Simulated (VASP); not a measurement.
Write the native input for VASP 6.6.1 that does the following.

| Property | Result |
| --- | --- |
| Task | single point |
| Functional | PBE |
| Potentials or basis | VASP PAW PBE potentials, release 64 (Sn_d, O) |
| Cutoff | 520 eV |
| k mesh | 6 × 6 × 10 |
| Occupations | gaussian, width 0.05 eV |
| Spin | no spin polarisation |
| Dipole correction | no |
| Further INCAR settings | ALGO = Normal; EDIFF = 1e-07; NBANDS = 35 |

The structure of SnO2 lies in POSCAR:

```
SnO2
1.0
    4.6767393117      0.0000000000      0.0000000000
    0.0000000000      4.6767393117      0.0000000000
    0.0000000000      0.0000000000      3.4504103890
Sn O
2 4
Direct
    0.0000000000      0.0000000000      0.0000000000
    0.5000000000      0.5000000000      0.5000000000
    0.3066050867      0.3066050867      0.0000000000
    0.1933949133      0.8066050867      0.5000000000
    0.6933949133      0.6933949133      0.0000000000
    0.8066050867      0.1933949133      0.5000000000
```

This cell differs from its parent crystal: ratio of the length along z to the lengths across it x 1.1, volume and fractional coordinates fixed.

The input as run:

INCAR

```
SYSTEM = SnO2
PREC     = Accurate       ! precision mode
ENCUT    = 520            ! plane-wave cutoff, eV
EDIFF    = 1E-7           ! SCF threshold, eV
ISMEAR   = 0              ! smearing method
SIGMA    = 0.05           ! smearing width, eV
LREAL    = .False.        ! projectors in reciprocal space
LASPH    = .True.         ! aspherical terms in the spheres
NELM     = 100            ! most SCF steps
ALGO     = Normal         ! electronic algorithm
ISIF     = 2              ! what is computed and relaxed
LWAVE    = .False.        ! write WAVECAR
LCHARG   = .False.        ! write CHGCAR
GGA      = PE             ! functional
NBANDS   = 35             ! bands
```

KPOINTS

```
Automatic mesh
0
Gamma
  6 6 10
  0 0 0
```

Potentials or basis: VASP PAW PBE potentials, release 64 (Sn_d, O).

Launch:

```console
$ cat potpaw_PBE.64/Sn_d/POTCAR potpaw_PBE.64/O/POTCAR > POTCAR
$ mpirun -np 1 vasp_std > vasp.out
```

It gave:

```
Pressure               : -1.6 GPa
Largest force          : 0.209 eV/Å
Band gap on the k mesh : 0.42 eV
```

Caveat: the stress differs along the axes, from -13 to 4 GPa; semilocal functionals underestimate gaps, and a narrow one can read as zero; spin-orbit coupling is left out, which moves the levels of the heavy elements.

Run time: 3.7 min on 1 thread of Intel Xeon 8259CL (shared host), peak memory 0.26 GiB.
